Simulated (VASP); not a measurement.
Set up this calculation in VASP 6.6.1, as the native input.

```yaml
Task: single point
Functional: HF
Potentials_or_basis: VASP PAW PBE potentials, release 64 (Os)
Cutoff: 520 eV
k_mesh: 6 × 6 × 3
Occupations: fermi-dirac, width 0.05 eV
Spin: no spin polarisation
Dipole_correction: no
Grid_for_exact_exchange_PRECFOCK: Normal
Further_INCAR_settings: ALGO = Normal; EDIFF = 1e-06; NBANDS = 15
Share_of_exact_exchange: 1
```

Crystal: Os.

```xyz
2
Lattice="2.7522 0.0000 0.0000 -1.3761 2.3835 0.0000 0.0000 0.0000 4.3483" Properties=species:S:1:pos:R:3 pbc="T T T"
Os    1.3761    0.7945    3.2612
Os    0.0000    1.5890    1.0871
```

The input as run:

POSCAR

```
Os
1.0
    2.7522071502      0.0000000000      0.0000000000
   -1.3761035751      2.3834813086      0.0000000000
    0.0000000000      0.0000000000      4.3483081185
Os
2
Direct
    0.6666666667      0.3333333333      0.7500000000
    0.3333333333      0.6666666667      0.2500000000
```

INCAR.step1

```
PREC = Accurate ; ENCUT = 520
EDIFF = 1E-5 ; ISMEAR = -1
SIGMA = 0.05 ; LREAL = F
LASPH = T ; NELM = 60
ALGO = Normal ; ISIF = 2
LWAVE = T ; NBANDS = 15
GGA = PE
```

INCAR.step2

```
PREC = Accurate ; ENCUT = 520
EDIFF = 1E-6 ; ISMEAR = -1
SIGMA = 0.05 ; LREAL = F
LASPH = T ; NELM = 60
ALGO = Normal ; ISIF = 2
LWAVE = F ; LCHARG = T
GGA = PE ; LHFCALC = T
AEXX = 1.0 ; ALDAC = 0.0
AGGAC = 0.0 ; PRECFOCK = Normal
LELF = T ; LVHAR = T
NBANDS = 15 ; ISTART = 1
```

KPOINTS

```
regular mesh
0
Gamma
  6 6 3
```

Potentials or basis: VASP PAW PBE potentials, release 64 (Os).

Command:

```sh
$ cat potpaw_PBE.64/Os/POTCAR > POTCAR
$ cp INCAR.step1 INCAR
$ mpirun -np 1 vasp_std > vasp.out
$ cp INCAR.step2 INCAR
$ mpirun -np 1 vasp_std > vasp.out
```

It gave:

```
Pressure               : -13.6 GPa
Band gap on the k mesh : zero (bands 8 and 9 overlap by 10.17 eV)
```

Caveat: the k points lie up to 0.48 Å⁻¹ apart, too coarse for converged energies and pressures of a metal; the PAW data sets were made with another functional, which shifts forces and pressure a little; spin-orbit coupling is left out, which moves the levels of the heavy elements.

Run time: 27 min on 1 thread of Intel(R) Xeon(R) Platinum 8259CL CPU @ 2.50GHz (Skylake/Cascade Lake), with other jobs on the host, peak memory 0.16 GiB.
